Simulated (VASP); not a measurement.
# Al2H (P6mm) in VASP: single point with PBE

Aim: the single point of Al2H with PBE.

Program: VASP 6.6.1. These are calculated values, not measurements. Logs are shortened: lines on timing, memory, paths and dates and some standing lists are left out, and cuts for length are marked.

## Step 1: The cell of the first run

Symmetry: P6mm, No. 183, hexagonal system. Conventional cell: a = 5.406 Å, b = 5.406 Å, c = 3.068 Å, α = 90.00°, β = 90.00°, γ = 120.00°. Within 2.9 Å of Al (site symmetry 2mm) lie 4 H at 1.97 to 2.43 Å and 6 Al at 2.70 to 2.83 Å. Al (site symmetry 6mm) has 14 Al at 2.83 to 3.51 Å and 12 H at 3.29 to 3.72 Å within 3.8 Å. H (site symmetry 3m) has 6 Al at 1.97 to 2.43 Å within 2.6 Å.

The cell was generated, and may not be a known phase.

## Step 2: Single point, PBE

INCAR

```
SYSTEM = Al2H
PREC     = Accurate       ! precision mode
ENCUT    = 500            ! plane-wave cutoff, eV
EDIFF    = 1E-6           ! SCF threshold, eV
ISMEAR   = 0              ! smearing method
SIGMA    = 0.2            ! smearing width, eV
LREAL    = .FALSE.        ! projectors in reciprocal space
LASPH    = .TRUE.         ! aspherical terms in the spheres
NELM     = 120            ! most SCF steps
ALGO     = Normal         ! electronic algorithm
ISIF     = 2              ! what is computed and relaxed
LWAVE    = .FALSE.        ! write WAVECAR
LCHARG   = .FALSE.        ! write CHGCAR
GGA      = PE             ! functional
NBANDS   = 16             ! bands
GGA_COMPAT= .FALSE.
```

KPOINTS

```
Automatic mesh
0
G
  4 4 4
  0 0 0
```

POSCAR

```
Al2H
1.0
    5.4060061873      0.0000000000      0.0000000000
   -2.7030030936      4.6817386912      0.0000000000
    0.0000000000      0.0000000000      3.0679398473
Al H
4 2
Direct
    0.5000000000      0.0000000000      0.0443910435
    0.0000000000      0.5000000000      0.0443910435
    0.5000000000      0.5000000000      0.0443910435
    0.0000000000      0.0000000000      0.7764443422
    0.3333333333      0.6666666667      0.4352036186
    0.6666666667      0.3333333333      0.4352036186
```

Potentials or basis: VASP PAW PBE potentials, release 64 (Al, H).

On the command line:

```console
$ cat potpaw_PBE.64/Al/POTCAR potpaw_PBE.64/H/POTCAR > POTCAR
$ mpirun -np 1 vasp_std > vasp.out
```

OUTCAR:

```text
SYSTEM = Al2H
   PREC = Accurate
   ENCUT = 500
   EDIFF = 1E-6
   ISMEAR = 0
   LREAL = .FALSE.
   LASPH = .TRUE.
   NELM = 120
   ISIF = 2
   GGA = PE

 ion  position               nearest neighbor table
   1  0.500  0.000  0.044-   5 1.97   6 1.97   3 2.70   3 2.70   2 2.70   2 2.70   4 2.83   4 2.83

   2  0.000  0.500  0.044-   5 1.97   6 1.97   3 2.70   3 2.70   1 2.70   1 2.70   4 2.83   4 2.83

   3  0.500  0.500  0.044-   5 1.97   6 1.97   1 2.70   1 2.70   2 2.70   2 2.70   4 2.83   4 2.83

   4  0.000  0.000  0.776-   2 2.83   2 2.83   1 2.83   1 2.83   3 2.83   3 2.83
   5  0.333  0.667  0.435-   1 1.97   2 1.97   3 1.97
   6  0.667  0.333  0.435-   1 1.97   2 1.97   3 1.97

  LATTYP: Found a hexagonal cell.
 ALAT       =     5.4060061873
 C/A-ratio  =     0.5675057965

  Lattice vectors:

 A1 = (   5.4060061873,   0.0000000000,   0.0000000000)
 A2 = (  -2.7030030936,   4.6817386912,   0.0000000000)
 A3 = (   0.0000000000,   0.0000000000,   3.0679398473)

Analysis of symmetry for initial positions (statically):
=====================================================================
 Subroutine PRICEL returns:
 Original cell was already a primitive cell.

 Routine SETGRP: Setting up the symmetry group for a
 hexagonal supercell.

 Subroutine GETGRP returns: Found 12 space group operations
 (whereof 12 operations were pure point group operations)
 out of a pool of 24 trial point group operations.

The static configuration has the point symmetry C_6v.

Analysis of symmetry for dynamics (positions and initial velocities):
=====================================================================
 Subroutine PRICEL returns:
 Original cell was already a primitive cell.

 Routine SETGRP: Setting up the symmetry group for a
 hexagonal supercell.

 Subroutine GETGRP returns: Found 12 space group operations
 (whereof 12 operations were pure point group operations)
 out of a pool of 24 trial point group operations.

The dynamic configuration has the point symmetry C_6v.

 Subroutine INISYM returns: Found 12 space group operations
 (whereof 12 operations are pure point group operations),
 and found     1 'primitive' translations

----------------------------------------------------------------------------------------

                                     Primitive cell

  volume of cell :      77.6480

  direct lattice vectors                    reciprocal lattice vectors
     5.406006187  0.000000000  0.000000000     0.184979441  0.106797930  0.000000000
    -2.703003094  4.681738691  0.000000000     0.000000000  0.213595860  0.000000000
     0.000000000  0.000000000  3.067939847     0.000000000  0.000000000  0.325951632

  length of vectors
     5.406006187  5.406006187  3.067939847     0.213595860  0.213595860  0.325951632

  position of ions in fractional coordinates (direct lattice)
     0.500000000  0.000000000  0.044391043
     0.000000000  0.500000000  0.044391043
     0.500000000  0.500000000  0.044391043
     0.000000000  0.000000000  0.776444342
     0.333333333  0.666666667  0.435203619
     0.666666667  0.333333333  0.435203619

  ion indices of the primitive-cell ions
   primitive index   ion index
                 1           1
                 2           2
                 3           3
                 4           4
                 5           5
                 6           6

----------------------------------------------------------------------------------------

 KPOINTS: Automatic mesh

Automatic generation of k-mesh.
 Grid dimensions read from file:
 generate k-points for:    4    4    4

 Generating k-lattice:

  Cartesian coordinates                     Fractional coordinates (reciprocal lattice)
     0.046244860  0.026699482  0.000000000     0.250000000  0.000000000  0.000000000
     0.000000000  0.053398965  0.000000000     0.000000000  0.250000000  0.000000000
     0.000000000  0.000000000  0.081487908     0.000000000  0.000000000  0.250000000

  Length of vectors
     0.053398965  0.053398965  0.081487908

  Shift w.r.t. Gamma in fractional coordinates (k-lattice)
     0.000000000  0.000000000  0.000000000

 Subroutine IBZKPT returns following result:
 ===========================================

 Found     12 irreducible k-points:

 Following reciprocal coordinates:
            Coordinates               Weight
  0.000000  0.000000  0.000000      1.000000
  0.250000  0.000000  0.000000      6.000000
  0.500000  0.000000  0.000000      3.000000
  0.250000  0.250000  0.000000      6.000000
  0.000000  0.000000  0.250000      2.000000
  0.250000  0.000000  0.250000     12.000000
  0.500000  0.000000  0.250000      6.000000
  0.250000  0.250000  0.250000     12.000000
  0.000000  0.000000  0.500000      1.000000
  0.250000  0.000000  0.500000      6.000000
  0.500000  0.000000  0.500000      3.000000
  0.250000  0.250000  0.500000      6.000000
   k-points           NKPTS =     12   k-points in BZ     NKDIM =     12   number of bands    NBANDS=     16
   number of dos      NEDOS =    301   number of ions     NIONS =      6
   total plane-waves  NPLWV =  38400
   dimension x,y,z NGX =    40 NGY =   40 NGZ =   24
   dimension x,y,z NGXF=    80 NGYF=   80 NGZF=   48
   ions per type =               4   2
   NGX,Y,Z   is equivalent  to a cutoff of  12.30, 12.30, 13.01 a.u.
   NGXF,Y,Z  is equivalent  to a cutoff of  24.60, 24.60, 26.01 a.u.
 SYSTEM =  Al2H
   PREC   = accura    normal or accurate (medium, high low for compatibility)
   ISTART =      0    job   : 0-new  1-cont  2-samecut
   ICHARG =      2    charge: 1-file 2-atom 10-const
   ISPIN  =      1    spin polarized calculation?
   LNONCOLLINEAR =      F non collinear calculations
   LSORBIT =      F    spin-orbit coupling
   LASPH  =      T    aspherical Exc in radial PAW
   ENCUT  =  500.0 eV  36.75 Ry    6.06 a.u.   9.86  9.86  5.59*2*pi/ulx,y,z
   NELM   =    120;   NELMIN=  2; NELMDL= -5     # of ELM steps
   EDIFF  = 0.1E-05   stopping-criterion for ELM
   LREAL  =      F    real-space projection
   EDIFFG = 0.1E-04   stopping-criterion for IOM
   NSW    =      0    number of steps for IOM
   IBRION =     -1    ionic relax: 0-MD 1-quasi-New 2-CG
   NFREE  =      0    steps in history (QN), initial steepest desc. (CG)
   ISIF   =      2    stress and relaxation
   ISYM   =      2    0-nonsym 1-usesym 2-fastsym
   POTIM  = 0.5000    time-step for ionic-motion
   TEBEG  =    0.0;   TEEND  =   0.0 temperature during run
   PSTRESS=    0.0 pullay stress
   NELECT =      14.0000    total number of electrons
   NUPDOWN=      -1.0000    fix difference up-down
   EMIN   =  10.00;   EMAX   =-10.00  energy-range for DOS
   EFERMI =   0.00;   METHOD = LEGACY
   ISMEAR =     0;   SIGMA  =   0.20  broadening in eV -4-tet -1-fermi 0-gaus
   EFERMI_NEDOS =   21; number of points for ismear=-14 and -15
   IALGO  =     38    algorithm
   IMIX   =      4    mixing-type and parameters
     AMIX     =   0.40;   BMIX     =  1.00
     AMIX_MAG =   1.60;   BMIX_MAG =  1.00
  volume/ion in A,a.u.               =      12.94        87.33
  Fermi-wavevector in a.u.,A,eV,Ry     =   0.924856  1.747724 11.637854  0.855358
  Thomas-Fermi vector in A             =   2.050647
   LORBIT       =      0    0 simple, 1 ext, 2 COOP (PROOUT), +10 PAW based schemes
   GGA     = PE    functional components
   LHFCALC =     F    Hartree Fock is set to
   AEXX    =    0.0000 exact exchange contribution
   IVDW    =     0    specifies the selected vdW correction
   LEPSILON=     F    determine dielectric tensor
   LRPA    =     F    only Hartree local field effects (RPA)
 non-spin polarized calculation
 Gauss-broadening in eV      SIGMA  =   0.20
  energy-cutoff  :      500.00
  volume of cell :       77.65
 maximum number of plane-waves:      1985
 NGX is ok and might be reduce to    40
   NGX = 19   NGY = 19   NGZ = 11

 number of electron      14.0000001 magnetization

 Free energy of the ion-electron system (eV)
  ---------------------------------------------------
  ext. energy  EPLUGINS =         0.00000000
  ---------------------------------------------------
  free energy    TOTEN  =       -19.67783045 eV

  energy without entropy =      -19.64780678  energy(sigma->0) =      -19.66281862

 E-fermi :   6.8541     XC(G=0):  -9.9195

 val. band max:        6.7363873824   @ k =   0.0000   0.0000   0.5000
 cond. band min:       6.9034397264   @ k =   0.2500   0.0000   0.2500
 fundamental gap:      0.1670523440
 Fermi energy:         6.8540655244

 k-point     1 :       0.0000    0.0000    0.0000
  band No.  band energies     occupation
      1      -4.6707      2.00000
      2      -0.6547      2.00000
      3       1.9525      2.00000
      4       2.9573      2.00000
      5       2.9573      2.00000
      6       3.0684      2.00000
[... 8 lines left out ...]
     15      15.0205      0.00000
     16      15.4543      0.00000

 k-point     2 :       0.2500    0.0000    0.0000
  band No.  band energies     occupation
      1      -4.2969      2.00000
      2      -1.5201      2.00000
      3       0.5032      2.00000
      4       1.7971      2.00000
      5       3.7537      2.00000
      6       5.0117      2.00000
[... 8 lines left out ...]
     15      14.9932      0.00000
     16      15.2619      0.00000

 k-point     3 :       0.5000    0.0000    0.0000
  band No.  band energies     occupation
      1      -3.4928      2.00000
      2      -2.7636      2.00000
      3      -0.0662      2.00000
      4       1.3901      2.00000
      5       5.4047      2.00000
      6       7.2370      0.00677
[... 8 lines left out ...]
     15      14.6544      0.00000
     16      15.2045      0.00000
[... 134 lines left out ...]
 k-point    11 :       0.5000    0.0000    0.5000
  band No.  band energies     occupation
      1      -0.5659      2.00000
      2       0.1905      2.00000
      3       1.2122      2.00000
      4       1.3717      2.00000
      5       3.8325      2.00000
      6       4.4527      2.00000
[... 8 lines left out ...]
     15      12.5160      0.00000
     16      12.9189      0.00000

 k-point    12 :       0.2500    0.2500    0.5000
  band No.  band energies     occupation
      1      -0.6139      2.00000
      2       0.3056      2.00000
      3       0.8851      2.00000
      4       2.3969      2.00000
      5       2.4428      2.00000
      6       3.7851      2.00000
[... 8 lines left out ...]
     15      12.3433      0.00000
     16      13.5371      0.00000

------------------------ aborting loop because EDIFF is reached ----------------------------------------

  FORCE on cell =-STRESS in cart. coord.  units (eV):
  Direction    XX          YY          ZZ          XY          YZ          ZX
  --------------------------------------------------------------------------------------
  -------------------------------------------------------------------------------------
  Total        0.1372923      0.1372923      0.0344433      0.0000000     -0.0000000      0.0000000
  in kB        2.8328681      2.8328681      0.7106985      0.0000000     -0.0000000      0.0000000
  external PRESSURE =       2.1254782 kB  Pullay stress =       0.0000000 kB

 VOLUME and BASIS-vectors are now :
 -----------------------------------------------------------------------------
  energy-cutoff  :      500.00
  volume of cell :       77.65
      direct lattice vectors                 reciprocal lattice vectors
     5.406006187  0.000000000  0.000000000     0.184979441  0.106797930  0.000000000
    -2.703003094  4.681738691  0.000000000     0.000000000  0.213595860  0.000000000
     0.000000000  0.000000000  3.067939847     0.000000000  0.000000000  0.325951632

 POSITION                                       TOTAL-FORCE (eV/Angst)
 -----------------------------------------------------------------------------------
      2.70300      0.00000      0.13619        -0.000000     -0.000000      0.001071
     -1.35150      2.34087      0.13619        -0.000000      0.000000      0.001071
      1.35150      2.34087      0.13619        -0.000000      0.000000      0.001071
      0.00000      0.00000      2.38208         0.000000      0.000000      0.030303
     -0.00000      3.12116      1.33518        -0.000000      0.000000     -0.016758
      2.70300      1.56058      1.33518         0.000000     -0.000000     -0.016758
 -----------------------------------------------------------------------------------
    total drift:                                0.000000      0.000000      0.000281

  FREE ENERGIE OF THE ION-ELECTRON SYSTEM (eV)
  ---------------------------------------------------
  free  energy   TOTEN  =       -19.6778304547 eV

  energy  without entropy=      -19.6478067777  energy(sigma->0) =      -19.66281862
```

Run time: 23 s. Hardware: 1 thread of Intel Xeon 8259CL, shared host; peak memory 0.18 GiB.

Results:

```
Free energy            : -19.6778 eV
Pressure               : 0.2 GPa
Largest force          : 0.030 eV/Å
Band gap on the k mesh : zero (bands 7 and 8 overlap by 3.28 eV)
```

Forces in eV/Å, atoms in the order of the input:
```
Al   0.000  0.000  0.001
Al   0.000  0.000  0.001
Al   0.000  0.000  0.001
Al   0.000  0.000  0.030
H    0.000  0.000 -0.017
H    0.000  0.000 -0.017
```

Stress tensor (GPa, compression positive):
```
0.28 0.00 0.00
0.00 0.28 0.00
0.00 0.00 0.07
```

Caveat: the k points lie up to 0.51 Å⁻¹ apart, too coarse for converged energies and pressures of a metal.

The gap in the log of VASP goes by the Fermi energy; the results here count the filled bands.